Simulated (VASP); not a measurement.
# PtSe2 (Sudovikovite): single point with RPBE+D3(BJ)

The system is PtSe2 (Sudovikovite).

```xyz
3
Lattice="3.6737 0.0000 0.0000 -1.8368 3.1815 0.0000 0.0000 0.0000 4.9936" Properties=species:S:1:pos:R:3 pbc="T T T"
Pt    0.0000    0.0000    0.0000
Se    1.8368    1.0605    3.7452
Se    0.0000    2.1210    1.2484
```

* Program: VASP 6.6.1
* Task: single point
* Functional: RPBE
* Dispersion: D3(BJ)
* Potentials or basis: VASP PAW PBE potentials, release 64 (Pt, Se)
* Cutoff: 520 eV
* k mesh: 8 × 8 × 5
* Occupations: fermi-dirac, width 0.05 eV
* Spin: no spin polarisation

| Item | Value |
| --- | --- |
| Pressure | -5.2 GPa |
| Largest force | 0.900 eV/Å |
| Band gap on the k mesh | zero (band 11 reaches 7.63 eV, above the bottom of band 12 at 7.36 eV) |
| Dispersion energy per atom | -2.206 eV |

Forces in eV/Å, atoms in the order of the input:
```
Pt   0.000  0.000  0.000
Se   0.000  0.000 -0.900
Se   0.000  0.000  0.900
```

Stress tensor (GPa, compression positive):
```
-4.65  0.00  0.00
 0.00 -4.65  0.00
 0.00  0.00 -6.33
```

Levels at points of the mesh, in eV from the Fermi level:
| k point | band 8 | band 9 | band 10 | band 11 | band 12 | band 13 | band 14 | band 15 |
| --- | --- | --- | --- | --- | --- | --- | --- | --- |
| (0.00, 0.00, 0.00) | -2.81 | -1.21 | -1.21 | 0.33 | 1.45 | 1.45 | 3.50 | 4.56 |
| (0.50, 0.00, 0.00) | -3.83 | -3.82 | -3.72 | -3.17 | 0.63 | 2.42 | 4.85 | 5.81 |

It took 49 s on 1 thread of Intel(R) Xeon(R) Platinum 8488C (Sapphire Rapids), with other jobs on the host, peak memory 0.2 GiB.

Caveat: the PAW data sets were made with another functional, which shifts forces and pressure a little; spin-orbit coupling is left out, which moves the levels of the heavy elements; pairwise dispersion overbinds metals, which lowers pressure and volume.
